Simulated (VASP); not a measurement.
# HfB2 (P6/mmm) in VASP: relaxation of cell and atoms with PBEsol

Aim: the relaxation of cell and atoms of HfB2 with PBEsol.

All numbers are computed with VASP 6.6.1; they aren't measurements. Logs are shortened: lines on timing, memory, paths and dates and some standing lists are left out, and cuts for length are marked.

### 1 The cell of the first run

Symmetry: P6/mmm, No. 191, hexagonal system. Conventional cell: a = 3.140 Å, b = 3.140 Å, c = 3.480 Å, α = 90.00°, β = 90.00°, γ = 120.00°. Within 3.3 Å of Hf (site symmetry 6/mmm) lie 12 B at 2.51 Å and 6 Hf at 3.14 Å. B (site symmetry -6m2) has 3 B at 1.81 Å within 2.4 Å.

### 2 Relaxation of cell and atoms, PBEsol

The input, INCAR:

```
PREC = Accurate
ENCUT = 600
EDIFF = 1E-6
ISMEAR = -1
SIGMA = 0.08
LREAL = False
LASPH = True
NELM = 100
ALGO = Normal
ISIF = 3
LWAVE = False
LCHARG = False
GGA = PS
IBRION = 2
NSW = 100
EDIFFG = -0.002
```

The input, KPOINTS:

```
regular mesh
0
Gamma
  16 16 12
```

The input, POSCAR:

```
HfB2
1.0
    3.1400000000      0.0000000000      0.0000000000
   -1.5700000000      2.7193197679      0.0000000000
    0.0000000000      0.0000000000      3.4800000000
Hf B
1 2
Direct
    0.0000000000      0.0000000000      0.0000000000
    0.3333333333      0.6666666667      0.5000000000
    0.6666666667      0.3333333333      0.5000000000
```

Potentials or basis: VASP PAW PBE potentials, release 64 (Hf_pv, B).

Started as:

```
$ cat potpaw_PBE.64/Hf_pv/POTCAR potpaw_PBE.64/B/POTCAR > POTCAR
$ mpirun -np 1 vasp_std > vasp.out
```

OUTCAR:

```text
PREC = Accurate
   ENCUT = 600
   EDIFF = 1E-6
   ISMEAR = -1
   LREAL = False
   LASPH = True
   NELM = 100
   ISIF = 3
   GGA = PS
   IBRION = 2
   NSW = 100
   EDIFFG = -0.002

 ion  position               nearest neighbor table
   1  0.000  0.000  0.000-   2 2.51   3 2.51   2 2.51   3 2.51   3 2.51   3 2.51   2 2.51   2 2.51
                             3 2.51   3 2.51   2 2.51   2 2.51
   2  0.333  0.667  0.500-   3 1.81   3 1.81   3 1.81   1 2.51   1 2.51   1 2.51   1 2.51   1 2.51
                             1 2.51
   3  0.667  0.333  0.500-   2 1.81   2 1.81   2 1.81   1 2.51   1 2.51   1 2.51   1 2.51   1 2.51
                             1 2.51

  LATTYP: Found a hexagonal cell.
 ALAT       =     3.1400000000
 C/A-ratio  =     1.1082802548

  Lattice vectors:

 A1 = (   3.1400000000,   0.0000000000,   0.0000000000)
 A2 = (  -1.5700000000,   2.7193197679,   0.0000000000)
 A3 = (   0.0000000000,   0.0000000000,   3.4800000000)

Analysis of symmetry for initial positions (statically):
=====================================================================
 Subroutine PRICEL returns:
 Original cell was already a primitive cell.

 Routine SETGRP: Setting up the symmetry group for a
 hexagonal supercell.

 Subroutine GETGRP returns: Found 24 space group operations
 (whereof 24 operations were pure point group operations)
 out of a pool of 24 trial point group operations.

The static configuration has the point symmetry D_6h.

Analysis of symmetry for dynamics (positions and initial velocities):
=====================================================================
 Subroutine PRICEL returns:
 Original cell was already a primitive cell.

 Routine SETGRP: Setting up the symmetry group for a
 hexagonal supercell.

 Subroutine GETGRP returns: Found 24 space group operations
 (whereof 24 operations were pure point group operations)
 out of a pool of 24 trial point group operations.

The dynamic configuration has the point symmetry D_6h.

 Subroutine INISYM returns: Found 24 space group operations
 (whereof 24 operations are pure point group operations),
 and found     1 'primitive' translations

----------------------------------------------------------------------------------------

                                     Primitive cell

  volume of cell :      29.7146

  direct lattice vectors                    reciprocal lattice vectors
     3.140000000  0.000000000  0.000000000     0.318471338  0.183869512  0.000000000
    -1.570000000  2.719319768  0.000000000     0.000000000  0.367739025  0.000000000
     0.000000000  0.000000000  3.480000000     0.000000000  0.000000000  0.287356322

  length of vectors
     3.140000000  3.140000000  3.480000000     0.367739025  0.367739025  0.287356322

  position of ions in fractional coordinates (direct lattice)
     0.000000000  0.000000000  0.000000000
     0.333333333  0.666666667  0.500000000
     0.666666667  0.333333333  0.500000000

  ion indices of the primitive-cell ions
   primitive index   ion index
                 1           1
                 2           2
                 3           3

----------------------------------------------------------------------------------------

 KPOINTS: regular mesh

Automatic generation of k-mesh.
 Grid dimensions read from file:
 generate k-points for:   16   16   12

 Generating k-lattice:

  Cartesian coordinates                     Fractional coordinates (reciprocal lattice)
     0.019904459  0.011491845  0.000000000     0.062500000  0.000000000  0.000000000
     0.000000000  0.022983689  0.000000000     0.000000000  0.062500000  0.000000000
     0.000000000  0.000000000  0.023946360     0.000000000  0.000000000  0.083333333

  Length of vectors
     0.022983689  0.022983689  0.023946360

  Shift w.r.t. Gamma in fractional coordinates (k-lattice)
     0.000000000  0.000000000  0.000000000

 Subroutine IBZKPT returns following result:
 ===========================================

 Found    210 irreducible k-points:

 Following reciprocal coordinates:
            Coordinates               Weight
  0.000000  0.000000  0.000000      1.000000
  0.062500  0.000000  0.000000      6.000000
  0.125000  0.000000  0.000000      6.000000
  0.187500  0.000000  0.000000      6.000000
  0.250000  0.000000  0.000000      6.000000
  0.312500  0.000000  0.000000      6.000000
[... 16 lines left out ...]
  0.187500  0.187500  0.000000      6.000000
  0.250000  0.187500  0.000000     12.000000
 [... further k-points ...]
   k-points           NKPTS =    210   k-points in BZ     NKDIM =    210   number of bands    NBANDS=     12
   number of dos      NEDOS =    301   number of ions     NIONS =      3
   total plane-waves  NPLWV =  21952
   dimension x,y,z NGX =    28 NGY =   28 NGZ =   28
   dimension x,y,z NGXF=    56 NGYF=   56 NGZF=   56
   ions per type =               1   2
   NGX,Y,Z   is equivalent  to a cutoff of  14.82, 14.82, 13.38 a.u.
   NGXF,Y,Z  is equivalent  to a cutoff of  29.65, 29.65, 26.75 a.u.
 SYSTEM =  unknown system
   PREC   = accura    normal or accurate (medium, high low for compatibility)
   ISTART =      0    job   : 0-new  1-cont  2-samecut
   ICHARG =      2    charge: 1-file 2-atom 10-const
   ISPIN  =      1    spin polarized calculation?
   LNONCOLLINEAR =      F non collinear calculations
   LSORBIT =      F    spin-orbit coupling
   LASPH  =      T    aspherical Exc in radial PAW
   ENCUT  =  600.0 eV  44.10 Ry    6.64 a.u.   6.27  6.27  6.95*2*pi/ulx,y,z
   NELM   =    100;   NELMIN=  2; NELMDL= -5     # of ELM steps
   EDIFF  = 0.1E-05   stopping-criterion for ELM
   LREAL  =      F    real-space projection
   EDIFFG = -.2E-02   stopping-criterion for IOM
   NSW    =    100    number of steps for IOM
   IBRION =      2    ionic relax: 0-MD 1-quasi-New 2-CG
   NFREE  =      1    steps in history (QN), initial steepest desc. (CG)
   ISIF   =      3    stress and relaxation
   ISYM   =      2    0-nonsym 1-usesym 2-fastsym
   POTIM  = 0.5000    time-step for ionic-motion
   TEBEG  =    0.0;   TEEND  =   0.0 temperature during run
   PSTRESS=    0.0 pullay stress
   NELECT =      16.0000    total number of electrons
   NUPDOWN=      -1.0000    fix difference up-down
   EMIN   =  10.00;   EMAX   =-10.00  energy-range for DOS
   EFERMI =   0.00;   METHOD = LEGACY
   ISMEAR =    -1;   SIGMA  =   0.08  broadening in eV -4-tet -1-fermi 0-gaus
   EFERMI_NEDOS =   21; number of points for ismear=-14 and -15
   IALGO  =     38    algorithm
   IMIX   =      4    mixing-type and parameters
     AMIX     =   0.40;   BMIX     =  1.00
     AMIX_MAG =   1.60;   BMIX_MAG =  1.00
  volume/ion in A,a.u.               =       9.90        66.84
  Fermi-wavevector in a.u.,A,eV,Ry     =   1.331860  2.516850 24.134693  1.773850
  Thomas-Fermi vector in A             =   2.460838
   LORBIT       =      0    0 simple, 1 ext, 2 COOP (PROOUT), +10 PAW based schemes
   GGA     = PS    functional components
   LHFCALC =     F    Hartree Fock is set to
   AEXX    =    0.0000 exact exchange contribution
   IVDW    =     0    specifies the selected vdW correction
   LEPSILON=     F    determine dielectric tensor
   LRPA    =     F    only Hartree local field effects (RPA)
 conjugate gradient relaxation of ions
 non-spin polarized calculation
  energy-cutoff  :      600.00
  volume of cell :       29.71
 maximum number of plane-waves:      1010
 NGX is ok and might be reduce to    28
   NGX = 13   NGY = 13   NGZ = 13

--------------------------------------- Ionic step        1  -------------------------------------------

 number of electron      15.9999999 magnetization

 Free energy of the ion-electron system (eV)
  ---------------------------------------------------
  ext. energy  EPLUGINS =         0.00000000
  ---------------------------------------------------
  free energy    TOTEN  =       -27.86298896 eV

  energy without entropy =      -27.85763843  energy(sigma->0) =      -27.86031370

------------------------ aborting loop because EDIFF is reached ----------------------------------------

  FORCE on cell =-STRESS in cart. coord.  units (eV):
  Direction    XX          YY          ZZ          XY          YZ          ZX
  --------------------------------------------------------------------------------------
  -------------------------------------------------------------------------------------
  Total       -0.7528872     -0.7528872     -0.9905958      0.0000000      0.0000000     -0.0000000
  in kB      -40.5948844    -40.5948844    -53.4118829      0.0000000      0.0000000     -0.0000000
  external PRESSURE =     -44.8672172 kB  Pullay stress =       0.0000000 kB
[... 244 lines left out ...]
  energy  without entropy=      -27.8655644438  energy(sigma->0) =      -27.86821383

--------------------------------------- Ionic step        8  -------------------------------------------

 number of electron      16.0000001 magnetization

 Free energy of the ion-electron system (eV)
  ---------------------------------------------------
  ext. energy  EPLUGINS =         0.00000000
  ---------------------------------------------------
  free energy    TOTEN  =       -27.87086578 eV

  energy without entropy =      -27.86557024  energy(sigma->0) =      -27.86821801

 E-fermi :   7.7197     XC(G=0): -12.7656

 val. band max:        7.6615718832   @ k =   0.1250   0.1250   0.2500
 cond. band min:       7.7225454642   @ k =   0.0625   0.0625   0.5000
 fundamental gap:      0.0609735810
 Fermi energy:         7.7197253696

 k-point     1 :       0.0000    0.0000    0.0000
  band No.  band energies     occupation
      1     -22.8189      2.00000
      2     -22.2973      2.00000
      3     -22.2973      2.00000
      4      -6.1307      2.00000
      5       4.6289      2.00000
      6       4.7302      2.00000
      7       4.7302      2.00000
      8       4.9917      2.00000
      9      11.7713      0.00000
     10      11.7713      0.00000
     11      12.4967      0.00000
     12      12.4967      0.00000
[... 331 lines left out ...]
 k-point    24 :       0.2500    0.1875    0.0000
  band No.  band energies     occupation
      1     -22.9267      2.00000
      2     -22.6932      2.00000
      3     -22.5628      2.00000
      4      -3.3673      2.00000
      5       0.7962      2.00000
      6       2.3519      2.00000
      7       3.9524      2.00000
      8       7.1980      1.99706
      9       7.8448      0.34637
     10       9.1008      0.00000
     11      13.8474      0.00000
     12      14.5919      0.00000

 [... further k-points ...]

------------------------ aborting loop because EDIFF is reached ----------------------------------------

  FORCE on cell =-STRESS in cart. coord.  units (eV):
  Direction    XX          YY          ZZ          XY          YZ          ZX
  --------------------------------------------------------------------------------------
  -------------------------------------------------------------------------------------
  Total       -0.0019528     -0.0019528     -0.0018314      0.0000000      0.0000000      0.0000000
  in kB       -0.1071842     -0.1071842     -0.1005217      0.0000000      0.0000000      0.0000000
  external PRESSURE =      -0.1049634 kB  Pullay stress =       0.0000000 kB
[... 18 lines left out ...]
  FREE ENERGIE OF THE ION-ELECTRON SYSTEM (eV)
  ---------------------------------------------------
  free  energy   TOTEN  =       -27.8708657789 eV

  energy  without entropy=      -27.8655702402  energy(sigma->0) =      -27.86821801

 reached required accuracy - stopping structural energy minimisation
```

Wall time 5.2 min (1 thread of Intel Xeon Platinum 8259CL at 2.50GHz (Skylake/Cascade Lake), shared host); peak memory 0.25 GiB.

What came out:

| Property | Result |
| --- | --- |
| Free energy | -27.8709 eV |
| Relaxed volume | 9.73 Å³/atom |
| Relaxed cell | a = 3.127 Å, b = 3.127 Å, c = 3.448 Å, α = 90.00°, β = 90.00°, γ = 120.00° |
| Space group after relaxing (to 0.1 Å) | P6/mmm (No. 191) |
| Energy gained by relaxing | 2.6 meV/atom |
| Ionic steps | 8 |
| Pressure after relaxing | 0.0 GPa |
| Band gap on the k mesh | zero (bands 8 and 9 overlap by 1.19 eV) |

The path:
```tsv
step	energy change (eV)	largest force (eV/Å)	pressure (GPa)	volume (Å³)
1	0.0000	0.0000	-4.49	29.71
2	0.0048	0.0000	6.31	28.54
3	-0.0076	0.0000	0.04	29.19
4	-0.0076	0.0000	0.15	29.18
5	-0.0079	0.0000	0.09	29.18
6	-0.0079	0.0000	0.09	29.18
7	-0.0079	0.0000	-0.09	29.20
8	-0.0079	0.0000	-0.01	29.19
```

Final structure:
```cif
data_structure
_symmetry_space_group_name_H-M 'P 1'
_symmetry_Int_Tables_number 1
_cell_length_a 3.1266
_cell_length_b 3.1266
_cell_length_c 3.4480
_cell_angle_alpha 90.000
_cell_angle_beta 90.000
_cell_angle_gamma 120.000
_cell_volume 29.19
loop_
_atom_site_label
_atom_site_type_symbol
_atom_site_fract_x
_atom_site_fract_y
_atom_site_fract_z
_atom_site_occupancy
Hf1 Hf 0.00000 0.00000 0.00000 1
B1 B 0.33333 0.66667 0.50000 1
B2 B 0.66667 0.33333 0.50000 1
```

Levels at points of the mesh, in eV from the Fermi level:
```csv
k point,band 6,band 7,band 8,band 9,band 10,band 11
"(0.00, 0.00, 0.00)",-2.99,-2.99,-2.73,4.05,4.05,4.78
"(0.50, 0.00, 0.00)",-4.19,-3.47,-2.98,2.17,2.73,5.70
"(0.00, 0.00, 0.50)",-1.22,-1.22,0.22,0.22,0.96,0.96
"(0.50, 0.00, 0.50)",-5.08,-4.81,-2.65,4.08,4.26,6.34
```

Caveat: the PAW data sets were made with another functional, which shifts forces and pressure a little; spin-orbit coupling is left out, which moves the levels of the heavy elements.
